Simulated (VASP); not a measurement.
# Mg3InO4 (a cell with a defect) in VASP: settings compared

The runs below take Mg3InO4 (a cell with a defect) through single point, with PBEsol, LDA, revPBE.

All numbers are computed with VASP 6.6.1; they aren't measurements. Logs are shortened: lines on timing, memory, paths and dates and some standing lists are left out, and cuts for length are marked.

## 1. The cell of the first run

The cell holds a defect, 16 atoms: a = 8.429 Å, b = 4.214 Å, c = 4.214 Å, α = 90.00°, β = 90.00°, γ = 90.00°.

## 2. Single point, PBEsol

Contents of INCAR:

```
SYSTEM = Mg3InO4
  PREC = Accurate
  ENCUT = 520
  EDIFF = 1E-6
  ISMEAR = -1
  SIGMA = 0.05
  LREAL = Auto
  LASPH = .TRUE.
  NELM = 60
  ALGO = Normal
  ISIF = 2
  LWAVE = .FALSE.
  LCHARG = .FALSE.
  GGA = PS
  NBANDS = 57
```

Contents of KPOINTS:

```
Automatic mesh
0
Gamma
  2 2 2
  0.5 0.5 0.5
```

Contents of POSCAR:

```
Mg3InO4
1.0
    8.4288080000      0.0000000000      0.0000000000
    0.0000000000      4.2144040000      0.0000000000
    0.0000000000      0.0000000000      4.2144040000
O Mg In
8 6 2
Direct
    0.2455590000      0.0012870000      0.9886680000
    0.7541830000      0.0017430000      0.9882260000
    0.9986440000      0.4972340000      0.0146490000
    0.4908090000      0.4948110000      0.0039530000
    0.0071360000      0.0117080000      0.4924920000
    0.4950970000      0.9994380000      0.4795980000
    0.2500030000      0.5015790000      0.5028240000
    0.7587640000      0.4839940000      0.5202750000
    0.9969700000      0.0163200000      0.9680060000
    0.2342100000      0.4858490000      0.0053370000
    0.7536820000      0.5452260000      0.9888690000
    0.2361350000      0.9946640000      0.4913360000
    0.7431670000      0.0115290000      0.4985280000
    0.0022710000      0.5277950000      0.5122710000
    0.4963720000      0.0146490000      0.0158720000
    0.4912350000      0.5272680000      0.5217170000
```

Potentials or basis: VASP PAW PBE potentials, release 64 (O, Mg, In_d).

Command:

```sh
$ cat potpaw_PBE.64/O/POTCAR potpaw_PBE.64/Mg/POTCAR potpaw_PBE.64/In_d/POTCAR > POTCAR
$ mpirun -np 1 vasp_std > vasp.out
```

OUTCAR:

```text
SYSTEM = Mg3InO4
   PREC = Accurate
   ENCUT = 520
   EDIFF = 1E-6
   ISMEAR = -1
   LREAL = Auto
   LASPH = .TRUE.
   NELM = 60
   ISIF = 2
   GGA = PS

 ion  position               nearest neighbor table
   1  0.246  0.001  0.989-  10 2.05  12 2.10   9 2.10  15 2.12  12 2.12  10 2.18
   2  0.754  0.002  0.988-  11 1.92   9 2.05  13 2.07  13 2.15  15 2.18  11 2.29
   3  0.999  0.497  0.015-  10 1.99   9 2.04  11 2.08  14 2.10  14 2.12   9 2.20
   4  0.491  0.495  0.004-  15 2.02  16 2.04  10 2.16  16 2.19  15 2.19  11 2.23
   5  0.007  0.012  0.492-  12 1.93   9 2.01  14 2.04  14 2.18   9 2.21  13 2.23
   6  0.495  0.999  0.480-  15 1.96  16 2.00  13 2.09  12 2.18  16 2.23  15 2.26
   7  0.250  0.502  0.503-  16 2.04  12 2.08  14 2.09  10 2.10  10 2.12  12 2.14
   8  0.759  0.484  0.520-  11 1.99  13 2.00  14 2.06  13 2.23  11 2.25  16 2.26
   9  0.997  0.016  0.968-   5 2.01   3 2.04   2 2.05   1 2.10   3 2.20   5 2.21  14 2.82  10 2.82
                            12 2.85  11 2.86  14 2.89  13 2.91  12 2.99  10 3.00  11 3.03  14 3.08
  10  0.234  0.486  0.005-   3 1.99   1 2.05   7 2.10   7 2.12   4 2.16   1 2.18   9 2.82  14 2.86
                            14 2.90  12 2.91  12 2.97  15 2.97  16 2.98  12 3.00   9 3.00  12 3.05
  11  0.754  0.545  0.989-   2 1.92   8 1.99   3 2.08   4 2.23   8 2.25   2 2.29  13 2.85   9 2.86
                            14 2.90  13 2.91  15 2.94  16 2.96   9 3.03  14 3.04  13 3.06  13 3.11
  12  0.236  0.995  0.491-   5 1.93   7 2.08   1 2.10   1 2.12   7 2.14   6 2.18  14 2.79   9 2.85
                            10 2.91  16 2.92  10 2.97  15 2.97   9 2.99  14 2.99  10 3.00  10 3.05
  13  0.743  0.012  0.499-   8 2.00   2 2.07   6 2.09   2 2.15   5 2.23   8 2.23  11 2.85  15 2.91
                            11 2.91   9 2.91  16 2.95  14 2.99  15 3.01  16 3.04  11 3.06  14 3.08
  14  0.002  0.528  0.512-   5 2.04   8 2.06   7 2.09   3 2.10   3 2.12   5 2.18  12 2.79   9 2.82
                            10 2.86   9 2.89  10 2.90  11 2.90  13 2.99  12 2.99  11 3.04   9 3.08
  15  0.496  0.015  0.016-   6 1.96   4 2.02   1 2.12   2 2.18   4 2.19   6 2.26  13 2.91  16 2.93
                            11 2.94  16 2.96  10 2.97  12 2.97  16 3.00  13 3.01  16 3.04  12 3.12
  16  0.491  0.527  0.522-   6 2.00   4 2.04   7 2.04   4 2.19   6 2.23   8 2.26  12 2.92  15 2.93
                            13 2.95  15 2.96  11 2.96  10 2.98  15 3.00  15 3.04  13 3.04  10 3.08

  LATTYP: Found a simple tetragonal cell.
 ALAT       =     4.2144040000
 C/A-ratio  =     2.0000000000

  Lattice vectors:

 A1 = (   0.0000000000,   4.2144040000,   0.0000000000)
 A2 = (   0.0000000000,   0.0000000000,   4.2144040000)
 A3 = (   8.4288080000,   0.0000000000,   0.0000000000)

Analysis of symmetry for initial positions (statically):
=====================================================================
 Subroutine PRICEL returns:
 Original cell was already a primitive cell.

 Routine SETGRP: Setting up the symmetry group for a
 simple tetragonal supercell.

 Subroutine GETGRP returns: Found  1 space group operations
 (whereof  1 operations were pure point group operations)
 out of a pool of 16 trial point group operations.

The static configuration has the point symmetry C_1 .

Analysis of symmetry for dynamics (positions and initial velocities):
=====================================================================
 Subroutine PRICEL returns:
 Original cell was already a primitive cell.

 Routine SETGRP: Setting up the symmetry group for a
 simple tetragonal supercell.

 Subroutine GETGRP returns: Found  1 space group operations
 (whereof  1 operations were pure point group operations)
 out of a pool of 16 trial point group operations.

The dynamic configuration has the point symmetry C_1 .

 Subroutine INISYM returns: Found  1 space group operations
 (whereof  1 operations are pure point group operations),
 and found     1 'primitive' translations

----------------------------------------------------------------------------------------

                                     Primitive cell

  volume of cell :     149.7058

  direct lattice vectors                    reciprocal lattice vectors
     8.428808000  0.000000000  0.000000000     0.118640738  0.000000000  0.000000000
     0.000000000  4.214404000  0.000000000     0.000000000  0.237281476  0.000000000
     0.000000000  0.000000000  4.214404000     0.000000000  0.000000000  0.237281476

  length of vectors
     8.428808000  4.214404000  4.214404000     0.118640738  0.237281476  0.237281476

  position of ions in fractional coordinates (direct lattice)
     0.245559000  0.001287000  0.988668000
     0.754183000  0.001743000  0.988226000
     0.998644000  0.497234000  0.014649000
     0.490809000  0.494811000  0.003953000
     0.007136000  0.011708000  0.492492000
     0.495097000  0.999438000  0.479598000
[... 8 lines left out ...]
     0.496372000  0.014649000  0.015872000
     0.491235000  0.527268000  0.521717000

  ion indices of the primitive-cell ions
   primitive index   ion index
                 1           1
                 2           2
                 3           3
                 4           4
                 5           5
                 6           6
[... 8 lines left out ...]
                15          15
                16          16

----------------------------------------------------------------------------------------

 KPOINTS: Automatic mesh

Automatic generation of k-mesh.
 Grid dimensions read from file:
 generate k-points for:    2    2    2

 Generating k-lattice:

  Cartesian coordinates                     Fractional coordinates (reciprocal lattice)
     0.059320369  0.000000000  0.000000000     0.500000000  0.000000000  0.000000000
     0.000000000  0.118640738  0.000000000     0.000000000  0.500000000  0.000000000
     0.000000000  0.000000000  0.118640738     0.000000000  0.000000000  0.500000000

  Length of vectors
     0.059320369  0.118640738  0.118640738

  Shift w.r.t. Gamma in fractional coordinates (k-lattice)
     0.500000000  0.500000000  0.500000000

 Subroutine IBZKPT returns following result:
 ===========================================

 Found      4 irreducible k-points:

 Following reciprocal coordinates:
            Coordinates               Weight
  0.250000  0.250000  0.250000      2.000000
  0.250000 -0.250000  0.250000      2.000000
  0.250000 -0.250000 -0.250000      2.000000
  0.250000  0.250000 -0.250000      2.000000
   k-points           NKPTS =      4   k-points in BZ     NKDIM =      4   number of bands    NBANDS=     57
   number of dos      NEDOS =    301   number of ions     NIONS =     16
   total plane-waves  NPLWV =  65536
   dimension x,y,z NGX =    64 NGY =   32 NGZ =   32
   dimension x,y,z NGXF=   128 NGYF=   64 NGZF=   64
   ions per type =               8   6   2
   NGX,Y,Z   is equivalent  to a cutoff of  12.62, 12.62, 12.62 a.u.
   NGXF,Y,Z  is equivalent  to a cutoff of  25.25, 25.25, 25.25 a.u.
 SYSTEM =  Mg3InO4
   PREC   = accura    normal or accurate (medium, high low for compatibility)
   ISTART =      0    job   : 0-new  1-cont  2-samecut
   ICHARG =      2    charge: 1-file 2-atom 10-const
   ISPIN  =      1    spin polarized calculation?
   LNONCOLLINEAR =      F non collinear calculations
   LSORBIT =      F    spin-orbit coupling
   LASPH  =      T    aspherical Exc in radial PAW
   ENCUT  =  520.0 eV  38.22 Ry    6.18 a.u.  15.67  7.84  7.84*2*pi/ulx,y,z
   NELM   =     60;   NELMIN=  2; NELMDL= -5     # of ELM steps
   EDIFF  = 0.1E-05   stopping-criterion for ELM
   LREAL  =      T    real-space projection
   EDIFFG = 0.1E-04   stopping-criterion for IOM
   NSW    =      0    number of steps for IOM
   IBRION =     -1    ionic relax: 0-MD 1-quasi-New 2-CG
   NFREE  =      0    steps in history (QN), initial steepest desc. (CG)
   ISIF   =      2    stress and relaxation
   ISYM   =      2    0-nonsym 1-usesym 2-fastsym
   POTIM  = 0.5000    time-step for ionic-motion
   TEBEG  =    0.0;   TEEND  =   0.0 temperature during run
   PSTRESS=    0.0 pullay stress
   NELECT =      86.0000    total number of electrons
   NUPDOWN=      -1.0000    fix difference up-down
   EMIN   =  10.00;   EMAX   =-10.00  energy-range for DOS
   EFERMI =   0.00;   METHOD = LEGACY
   ISMEAR =    -1;   SIGMA  =   0.05  broadening in eV -4-tet -1-fermi 0-gaus
   EFERMI_NEDOS =   21; number of points for ismear=-14 and -15
   IALGO  =     38    algorithm
   IMIX   =      4    mixing-type and parameters
     AMIX     =   0.40;   BMIX     =  1.00
     AMIX_MAG =   1.60;   BMIX_MAG =  1.00
  volume/ion in A,a.u.               =       9.36        63.14
  Fermi-wavevector in a.u.,A,eV,Ry     =   1.360906  2.571740 25.198879  1.852065
  Thomas-Fermi vector in A             =   2.487528
   LORBIT       =      0    0 simple, 1 ext, 2 COOP (PROOUT), +10 PAW based schemes
   GGA     = PS    functional components
   LHFCALC =     F    Hartree Fock is set to
   AEXX    =    0.0000 exact exchange contribution
   IVDW    =     0    specifies the selected vdW correction
   LEPSILON=     F    determine dielectric tensor
   LRPA    =     F    only Hartree local field effects (RPA)
 non-spin polarized calculation
  energy-cutoff  :      520.00
  volume of cell :      149.71
 maximum number of plane-waves:      4035
 NGX is ok and might be reduce to    64
   NGX = 31   NGY = 15   NGZ = 15

 number of electron      85.9999996 magnetization

 Free energy of the ion-electron system (eV)
  ---------------------------------------------------
  ext. energy  EPLUGINS =         0.00000000
  ---------------------------------------------------
  free energy    TOTEN  =       -88.91745153 eV

  energy without entropy =      -88.91745152  energy(sigma->0) =      -88.91745153

 E-fermi :  11.0621     XC(G=0): -11.9961

 val. band max:       10.0480372637   @ k =   0.2500  -0.2500  -0.2500
 cond. band min:      12.0782743675   @ k =   0.2500  -0.2500  -0.2500
 fundamental gap:      2.0302371038
 Fermi energy:        11.0620667505

 k-point     1 :       0.2500    0.2500    0.2500
  band No.  band energies     occupation
      1     -12.6827      2.00000
      2     -12.2383      2.00000
      3     -11.7658      2.00000
      4     -11.3566      2.00000
      5     -11.1681      2.00000
      6     -10.8054      2.00000
[... 47 lines left out ...]
     54      16.2682      0.00000
[... 173 lines left out ...]
     54      16.2501      0.00000
     55      16.4833      0.00000
 [bands above 55 left out]

------------------------ aborting loop because EDIFF is reached ----------------------------------------

  FORCE on cell =-STRESS in cart. coord.  units (eV):
  Direction    XX          YY          ZZ          XY          YZ          ZX
  --------------------------------------------------------------------------------------
  -------------------------------------------------------------------------------------
  Total       31.7667217     36.8260903     36.3734070      0.2174519     -0.5776903      0.3085687
  in kB      339.9730479    394.1193012    389.2746044      2.3272082     -6.1825437      3.3023564
  external PRESSURE =     374.4556512 kB  Pullay stress =       0.0000000 kB

 VOLUME and BASIS-vectors are now :
 -----------------------------------------------------------------------------
  energy-cutoff  :      520.00
  volume of cell :      149.71
      direct lattice vectors                 reciprocal lattice vectors
     8.428808000  0.000000000  0.000000000     0.118640738  0.000000000  0.000000000
     0.000000000  4.214404000  0.000000000     0.000000000  0.237281476  0.000000000
     0.000000000  0.000000000  4.214404000     0.000000000  0.000000000  0.237281476

 POSITION                                       TOTAL-FORCE (eV/Angst)
 -----------------------------------------------------------------------------------
      2.06977      0.00542      4.16665        -2.501966     -0.264289      0.156695
      6.35686      0.00735      4.16478         1.934527      0.675279      0.382264
      8.41738      2.09554      0.06174         0.053897      0.721755     -0.593635
      4.13693      2.08533      0.01666        -0.228482      0.862221      1.304233
      0.06015      0.04934      2.07556        -0.906230     -0.219213     -0.012819
      4.17308      4.21204      2.02122        -0.314361      1.954438      2.068636
[... 8 lines left out ...]
      4.18382      0.06174      0.06689         0.463245     -0.844164     -2.762483
      4.14053      2.22212      2.19873         1.729420     -2.005946     -0.915933
 -----------------------------------------------------------------------------------
    total drift:                                0.011777      0.011012      0.014116

  FREE ENERGIE OF THE ION-ELECTRON SYSTEM (eV)
  ---------------------------------------------------
  free  energy   TOTEN  =       -88.9174515301 eV

  energy  without entropy=      -88.9174515249  energy(sigma->0) =      -88.91745153
```

It took 71 s on 1 thread of Intel Xeon 8259CL, shared host; peak memory 0.24 GiB.

Results:

```
Free energy            : -88.9175 eV
Pressure               : 37.4 GPa
Largest force          : 3.388 eV/Å
Band gap on the k mesh : 2.03 eV
```

Forces on the atoms (eV/Å):
```
O   -2.502 -0.264  0.157
O    1.935  0.675  0.382
O    0.054  0.722 -0.594
O   -0.228  0.862  1.304
O   -0.906 -0.219 -0.013
O   -0.314  1.954  2.069
O   -3.384 -0.119 -0.123
O    1.385  1.034 -0.850
Mg  -0.120 -0.113  1.300
Mg   0.543  0.610 -0.031
Mg   0.154 -1.892  0.858
Mg   0.760  0.450  0.084
Mg   0.983  0.069 -0.197
Mg  -0.550 -0.920 -0.668
In   0.463 -0.844 -2.762
In   1.729 -2.006 -0.916
```

Levels at points of the mesh, in eV from the valence-band top:
| k point | band 41 | band 42 | band 43 | band 44 | band 45 | band 46 |
| --- | --- | --- | --- | --- | --- | --- |
| (0.25, 0.25, 0.25) | -5.20 | -5.12 | 0.00 | 2.04 | 2.20 | 3.25 |

Caveat: the k points lie up to 0.75 Å⁻¹ apart; the PAW data sets were made with another functional, which shifts forces and pressure a little; spin-orbit coupling is left out, which moves the levels of the heavy elements.

(Continued in part 2 of 2.)
